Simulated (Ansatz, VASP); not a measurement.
# One calculation of Ru, two programs

```
Ru
1.0
     2.71954    0.00000    0.00000
    -1.35977    2.35519    0.00000
     0.00000    0.00000    4.29780
Ru
2
Cartesian
  0.0000 1.5701 1.0745
  1.3598 0.7851 3.2234
```

Alike in both runs: functional PBE; k mesh 18 × 18 × 10; occupations gaussian, width 0.05 eV; no spin polarisation.

Ansatz relaxed the structure, and its values are those at the end. VASP's run is a single point on that final structure, the one shown.

|  | VASP | Ansatz |
| --- | --- | --- |
| version | VASP 6.6.1 | Ansatz 0.2.0 |
| potentials or method | VASP PAW PBE potentials, release 64 (Ru_pv), cutoff 520 eV | scalar-relativistic, plane waves, PAW |
| valence electrons in the cell | 28 | 32 |

Ansatz gave:

```
gap on the k mesh at the Fermi level (eV) : none
pressure (GPa)                            : 0.0
```

Which values does VASP return?

gap on the k mesh at the Fermi level (eV): none; pressure (GPa): -0.1.

A gap of «none» marks a metal or a gap that the smearing closes. VASP's potentials hold 28 valence electrons a cell and Ansatz's 32, so a difference there can come from the potentials and not from the codes.
